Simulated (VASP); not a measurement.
Set up this calculation in VASP 6.6.1, as the native input.

| Quantity | Value |
| --- | --- |
| Task | single point |
| Functional | PBE |
| Potentials or basis | VASP PAW PBE potentials, release 64 (Pb_d, S) |
| Cutoff | 520 eV |
| k mesh | 14 × 12 × 1 |
| Occupations | gaussian, width 0.1 eV |
| Spin | no spin polarisation |
| Dipole correction | yes |
| Further INCAR settings | ALGO = Normal; EDIFF = 1e-06; NBANDS = 17 |

The structure of PbS lies in POSCAR:

```
PbS
1.0
    3.9469513477      0.0000000000      0.0000000000
    0.0000000000      5.1502444236      0.0000000000
    0.0000000000      0.0000000000     23.8000000000
Pb S
1 1
Direct
    0.0000000000      0.0000000000      0.2941176471
    0.0000000000      0.5000000000      0.2941176471
```

The cell was built from a structure type or drawn by symmetry, and may not be a known phase.

These files were run (other wordings do the same):

INCAR

```
SYSTEM = PbS
PREC     = Accurate       ! precision mode
ENCUT    = 520            ! plane-wave cutoff, eV
EDIFF    = 1E-6           ! SCF threshold, eV
ISMEAR   = 0              ! smearing method
SIGMA    = 0.1            ! smearing width, eV
LREAL    = .FALSE.        ! projectors in reciprocal space
LASPH    = .TRUE.         ! aspherical terms in the spheres
NELM     = 80             ! most SCF steps
ALGO     = Normal         ! electronic algorithm
ISIF     = 2              ! what is computed and relaxed
LWAVE    = .FALSE.        ! write WAVECAR
LCHARG   = .FALSE.        ! write CHGCAR
LDIPOL   = .TRUE.       
IDIPOL   = 3            
DIPOL    = 0.5 0.5 0.294
GGA      = PE             ! functional
NBANDS   = 17             ! bands
```

KPOINTS

```
regular mesh
0
G
  14 12 1
  0 0 0
```

Potentials or basis: VASP PAW PBE potentials, release 64 (Pb_d, S).

The run is started by

```sh
$ cat potpaw_PBE.64/Pb_d/POTCAR potpaw_PBE.64/S/POTCAR > POTCAR
$ mpirun -np 1 vasp_std > vasp.out
```

It gave:

| Quantity | Value |
| --- | --- |
| Band gap on the k mesh | zero (bands 10 and 11 overlap by 0.81 eV) |

Caveat: spin-orbit coupling is left out, which moves the levels of the heavy elements.

Run time: 5.8 min on 1 thread of Intel(R) Xeon(R) 6975P-C (Granite Rapids) (shared host), peak memory 0.8 GiB.
